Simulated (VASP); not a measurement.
Set up this calculation in VASP 6.6.1, as the native input.

- Task: single point
- Functional: LDA
- Potentials or basis: VASP PAW LDA potentials, release 64 (Si, O, N)
- Cutoff: 520 eV
- k mesh: 2 × 2 × 2
- Occupations: gaussian, width 0.05 eV
- Spin: collinear spin, zero start
- Starting moments: [0.0, 0.0, 0.0, 0.0, 0.0, 0.0, 0.0, 0.0, 0.0, 0.0, 0.0, 0.0, 0.0, 0.0, 0.0, 0.0, 0.0, 0.0, 0.0, 0.0, 0.0, 0.0, 0.0] μB
- Dipole correction: no
- Further INCAR settings: LREAL = Auto; ALGO = Normal; EDIFF = 1e-06; NBANDS = 82

The structure of Si8NO14 (a cell with a defect) lies in POSCAR:

```
Si8NO14
1.0
   -4.1693000000     -4.1693000000      0.0000000000
    4.1693000000     -4.1693000000      0.0000000000
    0.0000000000      0.0000000000      5.3304000000
Si O N
8 14 1
Direct
    0.5003252345      0.4966584319      0.0023617365
    0.0000011992      0.4946137241      0.2507672970
    0.5003295517      0.4967666035      0.4991525964
    0.0008618953      0.5581096347      0.7507629821
   -0.0066685055     -0.0004768187      0.0321368002
    0.4997513971     -0.0023566306      0.2507485367
   -0.0066325282     -0.0011397597      0.4694092376
    0.4946178015     -0.0010378241      0.7507806168
    0.1929645264      0.4950490490      0.0018066186
   -0.0009314513      0.1983638740      0.2510693381
    0.8078408846      0.4939920370      0.0005907624
   -0.0019583623      0.7964715900      0.2505190980
    0.1930079390      0.4952332526      0.4997169068
    0.8077920754      0.4941861943      0.5009314498
    0.6909956108     -0.0013321181      0.0115677998
    0.5019987768      0.6885320078      0.2506684301
    0.3102402082     -0.0018659008      0.0146127870
    0.5012589643      0.3062981796      0.2508036920
    0.6910181565     -0.0015714868      0.4899684827
    0.4999252872      0.6916826566      0.7508147606
    0.3101082916     -0.0021057492      0.4870028516
    0.4993706378      0.3033137457      0.7506988219
    0.0083611158      0.9913215648      0.7507834309
```

These files were run (other wordings do the same):

INCAR

```
PREC = Accurate
ENCUT = 520
EDIFF = 1E-6
ISMEAR = 0
SIGMA = 0.05
LREAL = Auto
LASPH = True
NELM = 150
ALGO = Normal
ISIF = 2
LWAVE = False
LCHARG = True
ISPIN = 2
MAGMOM = 0 0 0 0 0 0 0 0 0 0 0 0 0 0 0 0 0 0 0 0 0 0 0
LORBIT = 11
LELF = True
LVHAR = True
NBANDS = 82
```

KPOINTS

```
regular mesh
0
Gamma
  2 2 2
```

Potentials or basis: VASP PAW LDA potentials, release 64 (Si, O, N).

Launch:

```console
$ cat potpaw_LDA.64/Si/POTCAR potpaw_LDA.64/O/POTCAR potpaw_LDA.64/N/POTCAR > POTCAR
$ mpirun -np 1 vasp_std > vasp.out
```

Results of the run:

```
Pressure                                              : 16.2 GPa
Largest force                                         : 0.143 eV/Å
Net moment                                            : -0.28 μB per cell
Site moments                                          : Si -0.00, -0.08, +0.00 (each value once); O -0.01, -0.00, +0.00 (each value once); N -0.03 μB
Valence electrons inside the program's atomic spheres : Si 1.50, 1.52, 1.76, 1.62, 1.43 (each value once); O 5.19, 5.31, 5.29, 5.23, 5.20, 5.21 (each value once); N 4.13
```

Caveat: the k points lie up to 0.59 Å⁻¹ apart.

It took 21 min on 1 thread of Intel Xeon 8259CL, with other jobs on the host, peak memory 0.35 GiB.
